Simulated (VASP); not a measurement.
Runs of VASP 6.6.1 on Co. The structure is that of space group Fd-3m (No. 227), or close to it. The cells are those of the table. 

```csv
task,cell,k mesh,cutoff (eV),gap on the mesh (eV),pressure (GPa),moment (μB)
single point,"a = 3.560 Å, angles 60.0°, 2 atoms",14 × 14 × 14,520,none,-0.5,(a)
single point,"a = 3.565 Å, angles 60.0°, 2 atoms",6 × 6 × 6,520,none,(b),3.64
relaxation of cell and atoms,"relaxed from a = 4.345 Å, angles 60.0°, 2 atoms",6 × 6 × 6,600,none,-0.3,3.64
single point,"a = 4.345 Å, angles 60.0°, 2 atoms",6 × 6 × 6,520,none,-16.0,4.06
```

Alike in all rows: level r2SCAN; potentials or basis VASP PAW PBE potentials, release 64 (Co); spin collinear, ferromagnetic start; smearing gaussian 0.1 eV.

Estimate the missing entries.

(a) 3.67; (b) -0.8.

Caveats: the PAW data sets were made with another functional, which shifts forces and pressure a little.

A gap of «none» marks levels without a gap at the run's occupations.
